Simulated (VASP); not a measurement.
# Ga2O3 in VASP: single point with PBE

Aim: the single point of Ga2O3 with PBE.

Program: VASP 6.6.1. These are calculated values, not measurements. Logs are shortened: lines on timing, memory, paths and dates and some standing lists are left out, and cuts for length are marked.

## Step 1: The cell of the first run

The typed cell holds 10 atoms: a = 6.219 Å, b = 6.444 Å, c = 5.957 Å, α = 105.34°, β = 101.12°, γ = 28.34°.

## Step 2: Single point, PBE

INCAR

```
PREC = Accurate ; ENCUT = 520
EDIFF = 1E-6 ; ISMEAR = 0
SIGMA = 0.05 ; LREAL = False
LASPH = True ; NELM = 80
ALGO = Normal ; ISIF = 2
LWAVE = False ; LCHARG = True
GGA = PE ; LELF = True
LVHAR = True ; NBANDS = 55
```

KPOINTS

```
Automatic mesh
0
Gamma
  8 8 4
```

POSCAR

```
Ga2O3
1.0
    6.0769952455     -1.3159464552      0.1171004728
    6.1923816504      1.7802725759     -0.1163571051
   -1.3921441107     -0.4846289458      5.7716906888
Ga O
4 6
Direct
    0.1430069251      0.0266500579      0.7851943359
    0.8569265149      0.9734096682      0.2148276184
    0.6132565929      0.7114970291      0.2944916371
    0.3867676254      0.2884845911      0.7055373453
    0.1694485069      0.1520834449      0.0992791789
    0.8305717278      0.8479034911      0.9007262518
    0.1920396418      0.1582478182      0.5796771993
    0.8080072009      0.8417084589      0.4203236034
    0.4546842068      0.5465821451      0.2611071067
    0.5452910574      0.4534332956      0.7388357233
```

Potentials or basis: VASP PAW PBE potentials, release 64 (Ga_d, O).

Command:

```bash
$ cat potpaw_PBE.64/Ga_d/POTCAR potpaw_PBE.64/O/POTCAR > POTCAR
$ mpirun -np 1 vasp_std > vasp.out
```

OUTCAR:

```text
PREC = Accurate
   ENCUT = 520
   EDIFF = 1E-6
   ISMEAR = 0
   LREAL = False
   LASPH = True
   NELM = 80
   ISIF = 2
   GGA = PE

 ion  position               nearest neighbor table
   1  0.143  0.027  0.785-  10 1.85   7 1.86  10 1.86   5 1.87
   2  0.857  0.973  0.215-   9 1.85   8 1.86   9 1.86   6 1.87
   3  0.613  0.711  0.294-   5 1.92   5 1.94   9 1.95   8 1.96   7 1.97
   4  0.387  0.288  0.706-   6 1.92   6 1.94  10 1.95   7 1.96   8 1.97
   5  0.169  0.152  0.099-   1 1.87   3 1.92   3 1.94
   6  0.831  0.848  0.901-   2 1.87   4 1.92   4 1.94
   7  0.192  0.158  0.580-   1 1.86   4 1.96   3 1.97
   8  0.808  0.842  0.420-   2 1.86   3 1.96   4 1.97
   9  0.455  0.547  0.261-   2 1.85   2 1.86   3 1.95
  10  0.545  0.453  0.739-   1 1.85   1 1.86   4 1.95

  LATTYP: Found a triclinic cell.
 ALAT       =     7.1524070210
 B/A-ratio  =     1.5663001399
 C/A-ratio  =     2.0901408045
 COS(alpha) =     0.0020305607
 COS(beta)  =     0.5315231136
 COS(gamma) =     0.8432322780

  Lattice vectors:

 A1 = (   1.5075305156,   3.5808479769,  -6.0051482667)
 A2 = (   7.6999121660,   5.3611205528,  -6.1215053718)
 A3 = (  -9.4850886745,   0.5049317709, -11.5441247453)

Analysis of symmetry for initial positions (statically):
=====================================================================
 Subroutine PRICEL returns:
 Original cell was already a primitive cell.

 Routine SETGRP: Setting up the symmetry group for a
 triclinic supercell.

 Subroutine GETGRP returns: Found  1 space group operations
 (whereof  1 operations were pure point group operations)
 out of a pool of  2 trial point group operations.

The static configuration has the point symmetry C_1 .

Analysis of symmetry for dynamics (positions and initial velocities):
=====================================================================
 Subroutine PRICEL returns:
 Original cell was already a primitive cell.

 Routine SETGRP: Setting up the symmetry group for a
 triclinic supercell.

 Subroutine GETGRP returns: Found  1 space group operations
 (whereof  1 operations were pure point group operations)
 out of a pool of  2 trial point group operations.

The dynamic configuration has the point symmetry C_1 .

 Subroutine INISYM returns: Found  1 space group operations
 (whereof  1 operations are pure point group operations),
 and found     1 'primitive' translations

----------------------------------------------------------------------------------------

                                     Primitive cell

  volume of cell :     108.8578

  direct lattice vectors                    reciprocal lattice vectors
     6.076995246 -1.315946455  0.117100473     0.093872864 -0.326834904 -0.004800864
     6.192381650  1.780272576 -0.116357105     0.069250768  0.323702670  0.043883629
    -1.392144111 -0.484628946  5.771690689    -0.000508471  0.013156912  0.174241554

  length of vectors
     6.218946760  6.444261007  5.956957600     0.340082663  0.333923435  0.174738325

  position of ions in fractional coordinates (direct lattice)
     0.143006925  0.026650058  0.785194336
     0.856926515  0.973409668  0.214827618
     0.613256593  0.711497029  0.294491637
     0.386767625  0.288484591  0.705537345
     0.169448507  0.152083445  0.099279179
     0.830571728  0.847903491  0.900726252
     0.192039642  0.158247818  0.579677199
     0.808007201  0.841708459  0.420323603
     0.454684207  0.546582145  0.261107107
     0.545291057  0.453433296  0.738835723

  ion indices of the primitive-cell ions
   primitive index   ion index
                 1           1
                 2           2
                 3           3
                 4           4
                 5           5
                 6           6
                 7           7
                 8           8
                 9           9
                10          10

----------------------------------------------------------------------------------------

 KPOINTS: Automatic mesh

Automatic generation of k-mesh.
 Grid dimensions read from file:
 generate k-points for:    8    8    4

 Generating k-lattice:

  Cartesian coordinates                     Fractional coordinates (reciprocal lattice)
     0.011734108 -0.040854363 -0.000600108     0.125000000  0.000000000  0.000000000
     0.008656346  0.040462834  0.005485454    -0.000000000  0.125000000  0.000000000
    -0.000127118  0.003289228  0.043560389    -0.000000000  0.000000000  0.250000000

  Length of vectors
     0.042510333  0.041740429  0.043684581

  Shift w.r.t. Gamma in fractional coordinates (k-lattice)
     0.000000000  0.000000000  0.000000000

 Subroutine IBZKPT returns following result:
 ===========================================

 Found    132 irreducible k-points:

 Following reciprocal coordinates:
            Coordinates               Weight
  0.000000  0.000000  0.000000      1.000000
  0.125000  0.000000  0.000000      2.000000
  0.250000  0.000000  0.000000      2.000000
  0.375000 -0.000000  0.000000      2.000000
  0.500000  0.000000  0.000000      1.000000
 -0.000000  0.125000  0.000000      2.000000
[... 16 lines left out ...]
  0.125000  0.375000  0.000000      2.000000
  0.250000  0.375000 -0.000000      2.000000
 [... further k-points ...]
   k-points           NKPTS =    132   k-points in BZ     NKDIM =    132   number of bands    NBANDS=     55
   number of dos      NEDOS =    301   number of ions     NIONS =     10
   total plane-waves  NPLWV = 110592
   dimension x,y,z NGX =    48 NGY =   48 NGZ =   48
   dimension x,y,z NGXF=    96 NGYF=   96 NGZF=   96
   ions per type =               4   6
   NGX,Y,Z   is equivalent  to a cutoff of  12.83, 12.38, 13.40 a.u.
   NGXF,Y,Z  is equivalent  to a cutoff of  25.66, 24.77, 26.79 a.u.
 SYSTEM =  unknown system
   PREC   = accura    normal or accurate (medium, high low for compatibility)
   ISTART =      0    job   : 0-new  1-cont  2-samecut
   ICHARG =      2    charge: 1-file 2-atom 10-const
   ISPIN  =      1    spin polarized calculation?
   LNONCOLLINEAR =      F non collinear calculations
   LSORBIT =      F    spin-orbit coupling
   LASPH  =      T    aspherical Exc in radial PAW
   ENCUT  =  520.0 eV  38.22 Ry    6.18 a.u.  11.56 11.98 11.08*2*pi/ulx,y,z
   NELM   =     80;   NELMIN=  2; NELMDL= -5     # of ELM steps
   EDIFF  = 0.1E-05   stopping-criterion for ELM
   LREAL  =      F    real-space projection
   EDIFFG = 0.1E-04   stopping-criterion for IOM
   NSW    =      0    number of steps for IOM
   IBRION =     -1    ionic relax: 0-MD 1-quasi-New 2-CG
   NFREE  =      0    steps in history (QN), initial steepest desc. (CG)
   ISIF   =      2    stress and relaxation
   ISYM   =      2    0-nonsym 1-usesym 2-fastsym
   POTIM  = 0.5000    time-step for ionic-motion
   TEBEG  =    0.0;   TEEND  =   0.0 temperature during run
   PSTRESS=    0.0 pullay stress
   NELECT =      88.0000    total number of electrons
   NUPDOWN=      -1.0000    fix difference up-down
   EMIN   =  10.00;   EMAX   =-10.00  energy-range for DOS
   EFERMI =   0.00;   METHOD = LEGACY
   ISMEAR =     0;   SIGMA  =   0.05  broadening in eV -4-tet -1-fermi 0-gaus
   EFERMI_NEDOS =   21; number of points for ismear=-14 and -15
   IALGO  =     38    algorithm
   IMIX   =      4    mixing-type and parameters
     AMIX     =   0.40;   BMIX     =  1.00
     AMIX_MAG =   1.60;   BMIX_MAG =  1.00
  volume/ion in A,a.u.               =      10.89        73.46
  Fermi-wavevector in a.u.,A,eV,Ry     =   1.525045  2.881916 31.643901  2.325761
  Thomas-Fermi vector in A             =   2.633269
   LORBIT       =      0    0 simple, 1 ext, 2 COOP (PROOUT), +10 PAW based schemes
   GGA     = PE    functional components
   LHFCALC =     F    Hartree Fock is set to
   AEXX    =    0.0000 exact exchange contribution
   IVDW    =     0    specifies the selected vdW correction
   LEPSILON=     F    determine dielectric tensor
   LRPA    =     F    only Hartree local field effects (RPA)
 non-spin polarized calculation
 Gauss-broadening in eV      SIGMA  =   0.05
  energy-cutoff  :      520.00
  volume of cell :      108.86
 maximum number of plane-waves:      2956
 NGX is ok and might be reduce to    48
   NGX = 23   NGY = 23   NGZ = 23

 number of electron      87.9999991 magnetization

 Free energy of the ion-electron system (eV)
  ---------------------------------------------------
  ext. energy  EPLUGINS =         0.00000000
  ---------------------------------------------------
  free energy    TOTEN  =       -59.32626269 eV

  energy without entropy =      -59.32626269  energy(sigma->0) =      -59.32626269

 E-fermi :   3.8519     XC(G=0): -11.4023

 val. band max:        3.5594490988   @ k =   0.3750  -0.3750   0.2500
 cond. band min:       5.6398598274   @ k =   0.0000   0.0000   0.0000
 fundamental gap:      2.0804107285
 Fermi energy:         3.8518754848

 k-point     1 :       0.0000    0.0000    0.0000
  band No.  band energies     occupation
      1     -15.1919      2.00000
      2     -14.1999      2.00000
      3     -14.0014      2.00000
      4     -13.9765      2.00000
      5     -13.7363      2.00000
      6     -13.5845      2.00000
[... 47 lines left out ...]
     54      14.9399      0.00000
     55      15.8473      0.00000

 k-point     2 :       0.1250    0.0000    0.0000
  band No.  band energies     occupation
      1     -15.0814      2.00000
      2     -14.1586      2.00000
      3     -14.0344      2.00000
      4     -13.8993      2.00000
      5     -13.7212      2.00000
      6     -13.5788      2.00000
[... 47 lines left out ...]
     54      14.4957      0.00000
     55      15.0014      0.00000
[... 1216 lines left out ...]
     54      14.1265      0.00000
     55      14.2728      0.00000

 k-point    24 :       0.2500    0.3750   -0.0000
  band No.  band energies     occupation
      1     -14.9284      2.00000
      2     -14.4008      2.00000
      3     -14.1231      2.00000
      4     -13.7631      2.00000
      5     -13.7106      2.00000
      6     -13.5745      2.00000
[... 47 lines left out ...]
     54      14.7049      0.00000
     55      15.3054      0.00000

 [... further k-points ...]

------------------------ aborting loop because EDIFF is reached ----------------------------------------

  FORCE on cell =-STRESS in cart. coord.  units (eV):
  Direction    XX          YY          ZZ          XY          YZ          ZX
  --------------------------------------------------------------------------------------
  -------------------------------------------------------------------------------------
  Total        5.2605531      3.6065781      1.6846740     -2.7245925      1.4196524     -0.4618363
  in kB       77.4252250     53.0818938     24.7951618    -40.1007617     20.8945526     -6.7973417
  external PRESSURE =      51.7674269 kB  Pullay stress =       0.0000000 kB

 VOLUME and BASIS-vectors are now :
 -----------------------------------------------------------------------------
  energy-cutoff  :      520.00
  volume of cell :      108.86
      direct lattice vectors                 reciprocal lattice vectors
     6.076995246 -1.315946455  0.117100473     0.093872864 -0.326834904 -0.004800864
     6.192381650  1.780272576 -0.116357105     0.069250768  0.323702670  0.043883629
    -1.392144111 -0.484628946  5.771690689    -0.000508471  0.013156912  0.174241554

 POSITION                                       TOTAL-FORCE (eV/Angst)
 -----------------------------------------------------------------------------------
     -0.05902     -0.52127      4.54554         0.003795     -0.008870      0.004875
     10.93619      0.50115      1.22700        -0.003469      0.007971     -0.005437
      7.72264      0.31693      1.68874        -0.007503     -0.019813      0.000942
      3.15458     -0.33731      4.08387         0.007365      0.019544     -0.002609
      1.83329     -0.00035      0.57516         0.007631     -0.005662     -0.011736
      9.04398     -0.02001      5.19731        -0.007782      0.005793      0.012235
      1.33996     -0.25192      3.34979        -0.020519      0.038031     -0.004198
      9.53728      0.23148      2.42266         0.020091     -0.037297      0.005358
      5.78426      0.24819      1.49667         0.000831     -0.002940      0.007035
      5.09300     -0.26840      4.27542        -0.000440      0.003244     -0.006464
 -----------------------------------------------------------------------------------
    total drift:                                0.000017      0.000011      0.000011

  FREE ENERGIE OF THE ION-ELECTRON SYSTEM (eV)
  ---------------------------------------------------
  free  energy   TOTEN  =       -59.3262626856 eV

  energy  without entropy=      -59.3262626856  energy(sigma->0) =      -59.32626269
```

Run time: 36 min. Hardware: 1 thread of Oxide Virtual Turin-like, shared host; peak memory 0.68 GiB.

What came out:

| Item | Value |
| --- | --- |
| Free energy | -59.3263 eV |
| Pressure | 5.2 GPa |
| Largest force | 0.043 eV/Å |
| Band gap on the k mesh | 2.08 eV (least direct gap 2.20 eV) |

Forces in eV/Å, atoms in the order of the input:
```
Ga   0.004 -0.009  0.005
Ga  -0.003  0.008 -0.005
Ga  -0.008 -0.020  0.001
Ga   0.007  0.020 -0.003
O    0.008 -0.006 -0.012
O   -0.008  0.006  0.012
O   -0.021  0.038 -0.004
O    0.020 -0.037  0.005
O    0.001 -0.003  0.007
O    0.000  0.003 -0.006
```

Levels at points of the mesh, in eV from the valence-band top:
```tsv
k point	band 42	band 43	band 44	band 45	band 46	band 47
(0.00, 0.00, 0.00)	-0.41	-0.37	-0.12	2.08	5.58	6.23
(0.50, 0.00, 0.00)	-0.92	-0.51	-0.12	5.40	6.17	6.93
(0.00, 0.50, 0.00)	-0.80	-0.66	-0.37	5.51	5.86	6.84
(0.50, 0.50, 0.00)	-0.79	-0.35	-0.17	4.30	4.54	5.71
(0.00, 0.00, 0.50)	-0.77	-0.36	-0.33	4.47	4.52	6.22
(0.50, 0.00, 0.50)	-1.00	-0.56	-0.50	6.31	6.48	7.53
(0.00, 0.50, 0.50)	-1.12	-0.95	-0.74	6.60	6.78	7.16
(0.50, 0.50, 0.50)	-0.65	-0.21	-0.13	4.71	4.95	5.92
```

Caveat: the stress differs along the axes, from 2 to 8 GPa. A k mesh can miss the band edges.
